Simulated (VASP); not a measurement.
# HgTe (Fm-3m) in VASP: notebook

Runs on HgTe. Level: PBE+D3(BJ). Tasks: relaxation of cell and atoms, single point.

Program: VASP 6.6.1. These are calculated values, not measurements. Logs are shortened: lines on timing, memory, paths and dates and some standing lists are left out, and cuts for length are marked.

### Step 1. The cell of the first run

Symmetry: Fm-3m, No. 225, cubic system. Conventional cell: a = 6.360 Å, b = 6.360 Å, c = 6.360 Å, α = 90.00°, β = 90.00°, γ = 90.00°. Hg (site symmetry m-3m) has 6 Te at 3.18 Å within 4.2 Å. Within 4.2 Å of Te (site symmetry m-3m) lie 6 Hg at 3.18 Å.

### Step 2. Relaxation of cell and atoms, PBE+D3(BJ)

The input, INCAR:

```
PREC = Accurate
ENCUT = 600
EDIFF = 1E-7
ISMEAR = 0
SIGMA = 0.1
LREAL = False
LASPH = True
NELM = 100
ALGO = Normal
ISIF = 3
LWAVE = False
LCHARG = False
GGA = PE
IVDW = 12
IBRION = 2
NSW = 100
EDIFFG = -0.005
```

The input, KPOINTS:

```
regular mesh
0
Gamma
  12 12 12
```

The input, POSCAR:

```
HgTe
1.0
    0.0000000000      3.1800000000      3.1800000000
    3.1800000000      0.0000000000      3.1800000000
    3.1800000000      3.1800000000      0.0000000000
Hg Te
1 1
Direct
    0.0000000000      0.0000000000      0.0000000000
    0.5000000000      0.5000000000      0.5000000000
```

Potentials or basis: VASP PAW PBE potentials, release 64 (Hg, Te).

Run with:

```bash
$ cat potpaw_PBE.64/Hg/POTCAR potpaw_PBE.64/Te/POTCAR > POTCAR
$ mpirun -np 1 vasp_std > vasp.out
```

OUTCAR:

```text
PREC = Accurate
   ENCUT = 600
   EDIFF = 1E-7
   ISMEAR = 0
   LREAL = False
   LASPH = True
   NELM = 100
   ISIF = 3
   GGA = PE
   IVDW = 12
   IBRION = 2
   NSW = 100
   EDIFFG = -0.005
 IVDW          = 12

 ion  position               nearest neighbor table
   1  0.000  0.000  0.000-   2 3.18   2 3.18   2 3.18   2 3.18   2 3.18   2 3.18
   2  0.500  0.500  0.500-   1 3.18   1 3.18   1 3.18   1 3.18   1 3.18   1 3.18

  LATTYP: Found a face centered cubic cell.
 ALAT       =     6.3600000000

  Lattice vectors:

 A1 = (   0.0000000000,   3.1800000000,   3.1800000000)
 A2 = (   3.1800000000,   0.0000000000,   3.1800000000)
 A3 = (   3.1800000000,   3.1800000000,   0.0000000000)

Analysis of symmetry for initial positions (statically):
=====================================================================
 Subroutine PRICEL returns:
 Original cell was already a primitive cell.

 Routine SETGRP: Setting up the symmetry group for a
 face centered cubic supercell.

 Subroutine GETGRP returns: Found 48 space group operations
 (whereof 48 operations were pure point group operations)
 out of a pool of 48 trial point group operations.

The static configuration has the point symmetry O_h .

Analysis of symmetry for dynamics (positions and initial velocities):
=====================================================================
 Subroutine PRICEL returns:
 Original cell was already a primitive cell.

 Routine SETGRP: Setting up the symmetry group for a
 face centered cubic supercell.

 Subroutine GETGRP returns: Found 48 space group operations
 (whereof 48 operations were pure point group operations)
 out of a pool of 48 trial point group operations.

The dynamic configuration has the point symmetry O_h .

 Subroutine INISYM returns: Found 48 space group operations
 (whereof 48 operations are pure point group operations),
 and found     1 'primitive' translations

----------------------------------------------------------------------------------------

                                     Primitive cell

  volume of cell :      64.3149

  direct lattice vectors                    reciprocal lattice vectors
     0.000000000  3.180000000  3.180000000    -0.157232704  0.157232704  0.157232704
     3.180000000  0.000000000  3.180000000     0.157232704 -0.157232704  0.157232704
     3.180000000  3.180000000  0.000000000     0.157232704  0.157232704 -0.157232704

  length of vectors
     4.497199128  4.497199128  4.497199128     0.272335033  0.272335033  0.272335033

  position of ions in fractional coordinates (direct lattice)
     0.000000000  0.000000000  0.000000000
     0.500000000  0.500000000  0.500000000

  ion indices of the primitive-cell ions
   primitive index   ion index
                 1           1
                 2           2

----------------------------------------------------------------------------------------

 KPOINTS: regular mesh

Automatic generation of k-mesh.
 Grid dimensions read from file:
 generate k-points for:   12   12   12

 Generating k-lattice:

  Cartesian coordinates                     Fractional coordinates (reciprocal lattice)
    -0.013102725  0.013102725  0.013102725     0.083333333  0.000000000  0.000000000
     0.013102725 -0.013102725  0.013102725     0.000000000  0.083333333  0.000000000
     0.013102725  0.013102725 -0.013102725     0.000000000  0.000000000  0.083333333

  Length of vectors
     0.022694586  0.022694586  0.022694586

  Shift w.r.t. Gamma in fractional coordinates (k-lattice)
     0.000000000  0.000000000  0.000000000

 Subroutine IBZKPT returns following result:
 ===========================================

 Found     72 irreducible k-points:

 Following reciprocal coordinates:
            Coordinates               Weight
  0.000000  0.000000  0.000000      1.000000
  0.083333  0.000000  0.000000      8.000000
  0.166667  0.000000  0.000000      8.000000
  0.250000  0.000000  0.000000      8.000000
  0.333333  0.000000  0.000000      8.000000
  0.416667  0.000000  0.000000      8.000000
[... 16 lines left out ...]
  0.500000  0.166667  0.000000     24.000000
 -0.416667  0.166667  0.000000     24.000000
 [... further k-points ...]
   k-points           NKPTS =     72   k-points in BZ     NKDIM =     72   number of bands    NBANDS=     13
   number of dos      NEDOS =    301   number of ions     NIONS =      2
   total plane-waves  NPLWV =  46656
   dimension x,y,z NGX =    36 NGY =   36 NGZ =   36
   dimension x,y,z NGXF=    72 NGYF=   72 NGZF=   72
   ions per type =               1   1
   NGX,Y,Z   is equivalent  to a cutoff of  13.31, 13.31, 13.31 a.u.
   NGXF,Y,Z  is equivalent  to a cutoff of  26.62, 26.62, 26.62 a.u.
 SYSTEM =  unknown system
   PREC   = accura    normal or accurate (medium, high low for compatibility)
   ISTART =      0    job   : 0-new  1-cont  2-samecut
   ICHARG =      2    charge: 1-file 2-atom 10-const
   ISPIN  =      1    spin polarized calculation?
   LNONCOLLINEAR =      F non collinear calculations
   LSORBIT =      F    spin-orbit coupling
   LASPH  =      T    aspherical Exc in radial PAW
   ENCUT  =  600.0 eV  44.10 Ry    6.64 a.u.   8.98  8.98  8.98*2*pi/ulx,y,z
   NELM   =    100;   NELMIN=  2; NELMDL= -5     # of ELM steps
   EDIFF  = 0.1E-06   stopping-criterion for ELM
   LREAL  =      F    real-space projection
   EDIFFG = -.5E-02   stopping-criterion for IOM
   NSW    =    100    number of steps for IOM
   IBRION =      2    ionic relax: 0-MD 1-quasi-New 2-CG
   NFREE  =      1    steps in history (QN), initial steepest desc. (CG)
   ISIF   =      3    stress and relaxation
   ISYM   =      2    0-nonsym 1-usesym 2-fastsym
   POTIM  = 0.5000    time-step for ionic-motion
   TEBEG  =    0.0;   TEEND  =   0.0 temperature during run
   PSTRESS=    0.0 pullay stress
   NELECT =      18.0000    total number of electrons
   NUPDOWN=      -1.0000    fix difference up-down
   EMIN   =  10.00;   EMAX   =-10.00  energy-range for DOS
   EFERMI =   0.00;   METHOD = LEGACY
   ISMEAR =     0;   SIGMA  =   0.10  broadening in eV -4-tet -1-fermi 0-gaus
   EFERMI_NEDOS =   21; number of points for ismear=-14 and -15
   IALGO  =     38    algorithm
   IMIX   =      4    mixing-type and parameters
     AMIX     =   0.40;   BMIX     =  1.00
     AMIX_MAG =   1.60;   BMIX_MAG =  1.00
  volume/ion in A,a.u.               =      32.16       217.01
  Fermi-wavevector in a.u.,A,eV,Ry     =   1.070850  2.023613 15.602062  1.146719
  Thomas-Fermi vector in A             =   2.206572
   LORBIT       =      0    0 simple, 1 ext, 2 COOP (PROOUT), +10 PAW based schemes
   GGA     = PE    functional components
   LHFCALC =     F    Hartree Fock is set to
   AEXX    =    0.0000 exact exchange contribution
   IVDW    =    12    specifies the selected vdW correction
   LEPSILON=     F    determine dielectric tensor
   LRPA    =     F    only Hartree local field effects (RPA)
 conjugate gradient relaxation of ions
 non-spin polarized calculation
 Gauss-broadening in eV      SIGMA  =   0.10
  energy-cutoff  :      600.00
  volume of cell :       64.31
 maximum number of plane-waves:      2180
   NGX = 17   NGY = 17   NGZ = 17

--------------------------------------- Ionic step        1  -------------------------------------------

 number of electron      17.9999998 magnetization

 Free energy of the ion-electron system (eV)
  ---------------------------------------------------
  ext. energy  EPLUGINS =         0.00000000
  ---------------------------------------------------
  free energy    TOTEN  =        -3.26931692 eV

  energy without entropy =       -3.26269277  energy(sigma->0) =       -3.26600484

 E-fermi :   3.0514     XC(G=0):  -9.2804

 val. band max:        3.0508488933   @ k =   0.5000   0.0833   0.0000
 cond. band min:       3.1051738916   @ k =  -0.2500   0.2500   0.0000
 fundamental gap:      0.0543249983
 Fermi energy:         3.0514393660

 k-point     1 :       0.0000    0.0000    0.0000
  band No.  band energies     occupation
      1      -8.1644      2.00000
      2      -3.2048      2.00000
      3      -3.2048      2.00000
      4      -3.1554      2.00000
      5      -3.1554      2.00000
      6      -3.1554      2.00000
      7       1.6976      2.00000
      8       2.5517      2.00000
      9       2.5517      2.00000
     10       2.5517      2.00000
     11      10.5510      0.00000
     12      10.5515      0.00000
     13      10.5525      0.00000

 k-point     2 :       0.0833    0.0000    0.0000
  band No.  band energies     occupation
      1      -8.1177      2.00000
      2      -3.2199      2.00000
      3      -3.2199      2.00000
      4      -3.1598      2.00000
      5      -3.1496      2.00000
      6      -3.1496      2.00000
      7       1.0469      2.00000
      8       2.5917      2.00000
      9       2.5917      2.00000
     10       3.1811      0.06662
     11       9.6433      0.00000
[... 420 lines left out ...]
 POSITION                                       TOTAL-FORCE (eV/Angst)
 -----------------------------------------------------------------------------------
     -0.00000      3.00794      3.00794         0.000000     -0.000000      0.000000
      3.00794      3.00794      3.00794        -0.000000      0.000000     -0.000000
 -----------------------------------------------------------------------------------
    total drift:                               -0.000000     -0.000000      0.000000

  FREE ENERGIE OF THE ION-ELECTRON SYSTEM (eV)
  ---------------------------------------------------
  free  energy   TOTEN  =        -4.2292837996 eV

  energy  without entropy=       -4.2240363263  energy(sigma->0) =       -4.22666006

--------------------------------------- Ionic step        3  -------------------------------------------

 number of electron      18.0000001 magnetization

 Free energy of the ion-electron system (eV)
  ---------------------------------------------------
  ext. energy  EPLUGINS =         0.00000000
  ---------------------------------------------------
  free energy    TOTEN  =        -3.32240775 eV

  energy without entropy =       -3.31718043  energy(sigma->0) =       -3.31979409

 E-fermi :   4.6717     XC(G=0): -10.0029

 val. band max:        4.6075485319   @ k =  -0.1667   0.2500   0.0833
 cond. band min:       4.6892825013   @ k =   0.3333   0.0000   0.0000
 fundamental gap:      0.0817339694
 Fermi energy:         4.6716624331

 k-point     1 :       0.0000    0.0000    0.0000
  band No.  band energies     occupation
      1      -7.5209      2.00000
      2      -2.1142      2.00000
      3      -2.1142      2.00000
      4      -2.0542      2.00000
      5      -2.0542      2.00000
      6      -2.0542      2.00000
      7       3.8506      2.00000
      8       3.9609      2.00000
      9       3.9609      2.00000
     10       3.9609      2.00000
     11      12.3486      0.00000
     12      12.3486      0.00000
     13      12.3486      0.00000

 k-point     2 :       0.0833    0.0000    0.0000
  band No.  band energies     occupation
      1      -7.4573      2.00000
      2      -2.1383      2.00000
      3      -2.1383      2.00000
      4      -2.0627      2.00000
      5      -2.0452      2.00000
      6      -2.0452      2.00000
      7       2.6986      2.00000
      8       4.0198      2.00000
      9       4.0198      2.00000
     10       5.0743      0.00000
     11      11.3538      0.00000
[... 380 lines left out ...]
 POSITION                                       TOTAL-FORCE (eV/Angst)
 -----------------------------------------------------------------------------------
      0.00000      0.00000      0.00000        -0.000000      0.000000      0.000000
      3.02274      3.02274      3.02274         0.000000     -0.000000     -0.000000
 -----------------------------------------------------------------------------------
    total drift:                               -0.000000      0.000000      0.000000

  FREE ENERGIE OF THE ION-ELECTRON SYSTEM (eV)
  ---------------------------------------------------
  free  energy   TOTEN  =        -4.2314484361 eV

  energy  without entropy=       -4.2262211199  energy(sigma->0) =       -4.22883478

 reached required accuracy - stopping structural energy minimisation
```

It took 72 s on 1 thread of Intel Xeon Platinum 8488C (Sapphire Rapids), shared host; peak memory 0.28 GiB.

Results:

| Property | Result |
| --- | --- |
| Free energy | -4.2314 eV |
| Relaxed volume | 27.62 Å³/atom |
| Relaxed cell | a = 4.275 Å, b = 4.275 Å, c = 4.275 Å, α = 60.00°, β = 60.00°, γ = 60.00° |
| Space group after relaxing (to 0.05 Å) | Fm-3m (No. 225) |
| Energy gained by relaxing | 93.2 meV/atom |
| Ionic steps | 3 |
| Pressure after relaxing | 0.0 GPa |
| Band gap on the k mesh | zero (band 9 reaches 5.00 eV, above the bottom of band 10 at 2.33 eV) |
| Dispersion energy per atom | -0.455 eV |

The path:
```
step  energy change (eV)  largest force (eV/Å)  pressure (GPa)  volume (Å³)
   1              0.0000                0.0000           -5.59        64.31
   2             -0.1842                0.0000            0.86        54.43
   3             -0.1864                0.0000            0.02        55.24
```

Final structure:
```
CELL_PARAMETERS angstrom
0.00000 3.02274 3.02274
3.02274 0.00000 3.02274
3.02274 3.02274 0.00000
ATOMIC_POSITIONS crystal
Hg 0.00000 0.00000 0.00000
Te 0.50000 0.50000 0.50000
```

Levels at points of the mesh, in eV from the Fermi level:
| k point | band 6 | band 7 | band 8 | band 9 | band 10 | band 11 | band 12 | band 13 |
| --- | --- | --- | --- | --- | --- | --- | --- | --- |
| (0.00, 0.00, 0.00) | -6.73 | -0.82 | -0.71 | -0.71 | -0.71 | 7.68 | 7.68 | 7.68 |
| (0.50, 0.00, 0.00) | -6.55 | -5.60 | 0.33 | 0.33 | 2.63 | 3.85 | 3.95 | 3.95 |
| (0.50, 0.50, 0.00) | -5.83 | -4.41 | -2.76 | -2.34 | -2.34 | 4.84 | 9.33 | 9.33 |

Caveat: spin-orbit coupling is left out, which moves the levels of the heavy elements; the volume moved by -14 % from the deposited cell, more than functionals usually miss; pairwise dispersion overbinds metals, which lowers pressure and volume.

### Step 3. Single point, PBE+D3(BJ) (volume scaled by 0.88)

The input, INCAR:

```
ALGO     = Normal         # electronic algorithm
EDIFF    = 1E-7           # SCF threshold, eV
ENCUT    = 520            # plane-wave cutoff, eV
GGA      = PE             # functional
ISIF     = 2              # what is computed and relaxed
ISMEAR   = 0              # smearing method
IVDW     = 12             # dispersion correction
LASPH    = True           # aspherical terms in the spheres
LCHARG   = True           # write CHGCAR
LELF     = True           # ELF
LREAL    = False          # projectors in reciprocal space
LVHAR    = True         
LWAVE    = False          # write WAVECAR
NBANDS   = 16             # bands
NELM     = 100            # most SCF steps
PREC     = Accurate       # precision mode
SIGMA    = 0.1            # smearing width, eV
```

The input, KPOINTS:

```
k-points
0
Gamma
  12 12 12
```

The input, POSCAR:

```
HgTe
1.0
    0.0000000000      2.8938667712      2.8938667712
    2.8938667712      0.0000000000      2.8938667712
    2.8938667712      2.8938667712      0.0000000000
Hg Te
1 1
Direct
    0.0000000000      0.0000000000      0.0000000000
    0.5000000000      0.5000000000      0.5000000000
```

Potentials or basis: VASP PAW PBE potentials, release 64 (Hg, Te).

Run with:

```bash
$ cat potpaw_PBE.64/Hg/POTCAR potpaw_PBE.64/Te/POTCAR > POTCAR
$ mpirun -np 1 vasp_std > vasp.out
```

OUTCAR:

```text
EDIFF = 1E-7
   ENCUT = 520
   GGA = PE
   ISIF = 2
   ISMEAR = 0
   IVDW = 12
   LASPH = True
   LREAL = False
   NELM = 100
   PREC = Accurate
 IVDW          = 12

 ion  position               nearest neighbor table
   1  0.000  0.000  0.000-   2 2.89   2 2.89   2 2.89   2 2.89   2 2.89   2 2.89
   2  0.500  0.500  0.500-   1 2.89   1 2.89   1 2.89   1 2.89   1 2.89   1 2.89

  LATTYP: Found a face centered cubic cell.
 ALAT       =     5.7877335424

  Lattice vectors:
[... 643 lines left out ...]

------------------------ aborting loop because EDIFF is reached ----------------------------------------

 Edisp (eV)   -1.03854

 E8    (eV) :    -0.4759

  FORCE on cell =-STRESS in cart. coord.  units (eV):
  Direction    XX          YY          ZZ          XY          YZ          ZX
  --------------------------------------------------------------------------------------
  -------------------------------------------------------------------------------------
  Total       3.09082     3.09082     3.09082    -0.00000     0.00000    -0.00000
  in kB     102.16881   102.16881   102.16881    -0.00000     0.00000    -0.00000
  external pressure =      102.17 kB  Pullay stress =        0.00 kB

 VOLUME and BASIS-vectors are now :
 -----------------------------------------------------------------------------
  energy-cutoff  :      520.00
  volume of cell :       48.47
      direct lattice vectors                 reciprocal lattice vectors
     0.000000000  2.893866771  2.893866771    -0.172779205  0.172779205  0.172779205
     2.893866771  0.000000000  2.893866771     0.172779205 -0.172779205  0.172779205
     2.893866771  2.893866771  0.000000000     0.172779205  0.172779205 -0.172779205

 POSITION                                       TOTAL-FORCE (eV/Angst)
 -----------------------------------------------------------------------------------
      0.00000      0.00000      0.00000        -0.000000      0.000000     -0.000000
      2.89387      2.89387      2.89387         0.000000      0.000000      0.000000
 -----------------------------------------------------------------------------------
    total drift:                               -0.000000      0.000000      0.000000

  FREE ENERGIE OF THE ION-ELECTRON SYSTEM (eV)
  ---------------------------------------------------
  free  energy   TOTEN  =        -4.0413842177 eV

  energy  without entropy=       -4.0354497378  energy(sigma->0) =       -4.03841698
```

OSZICAR:

```text
N       E                     dE             d eps       ncg     rms          rms(c)
DAV:   1     0.106707471340E+03    0.10671E+03   -0.84584E+03  2344   0.102E+03
DAV:   2    -0.225497417746E-01   -0.10673E+03   -0.99519E+02  2712   0.237E+02
DAV:   3    -0.321208821322E+01   -0.31895E+01   -0.31715E+01  2840   0.423E+01
DAV:   4    -0.323244296823E+01   -0.20355E-01   -0.20353E-01  2808   0.328E+00
DAV:   5    -0.323280413978E+01   -0.36117E-03   -0.36117E-03  2904   0.410E-01    0.107E+01
DAV:   6    -0.301123305631E+01    0.22157E+00   -0.42522E-01  2832   0.919E+00    0.791E+00
DAV:   7    -0.300413570515E+01    0.70974E-02   -0.89083E-02  2808   0.215E+00    0.231E+00
DAV:   8    -0.300288759001E+01    0.12481E-02   -0.10291E-02  2608   0.122E+00    0.604E-01
DAV:   9    -0.300282957393E+01    0.58016E-04   -0.64614E-04  2936   0.298E-01    0.101E-01
DAV:  10    -0.300283916410E+01   -0.95902E-05   -0.51810E-05  2800   0.693E-02    0.373E-02
DAV:  11    -0.300284489654E+01   -0.57324E-05   -0.12376E-05  2928   0.302E-02    0.319E-02
DAV:  12    -0.300284391708E+01    0.97946E-06   -0.16970E-06  2576   0.125E-02    0.127E-02
DAV:  13    -0.300284389982E+01    0.17264E-07   -0.15863E-07  2704   0.231E-03
   1 F= -.40413842E+01 E0= -.40384170E+01  d E =-.593448E-02
```

stdout:

```text
POSCAR found type information on POSCAR HgTe
 POSCAR found :  2 types and       2 ions
 scaLAPACK will be used
 LDA part: xc-table for (Slater+PW92), standard interpolation
 POSCAR, INCAR and KPOINTS ok, starting setup
 FFT: planning ... GRIDC
 FFT: planning ... GRID_SOFT
 FFT: planning ... GRID
 WAVECAR not read
 entering main loop
```

Run time: 26 s. Hardware: 1 thread of Intel Xeon 6975P-C (Granite Rapids), shared host; peak memory 0.22 GiB.

What came out:

```
Free energy                : -4.0414 eV
Pressure                   : 10.2 GPa
Band gap on the k mesh     : zero (band 9 reaches 6.78 eV, above the bottom of band 10 at 3.37 eV)
Dispersion energy per atom : -0.519 eV
```

Levels at points of the mesh, in eV from the Fermi level:
```csv
k point,band 5,band 6,band 7,band 8,band 9,band 10,band 11,band 12,band 13,band 14
"(0.00, 0.00, 0.00)",-7.31,-7.31,-0.93,-0.93,-0.93,-0.17,7.76,7.76,7.76,7.82
"(0.50, 0.00, 0.00)",-7.05,-7.05,-6.17,0.49,0.49,2.46,3.73,3.73,4.53,11.00
"(0.50, 0.50, 0.00)",-6.94,-6.02,-5.38,-2.94,-2.92,-2.92,4.64,10.09,10.09,10.77
```

Caveat: the cell differs from its parent crystal (volume scaled by 0.88); spin-orbit coupling is left out, which moves the levels of the heavy elements; pairwise dispersion overbinds metals, which lowers pressure and volume.

[end of part 1 of 2]
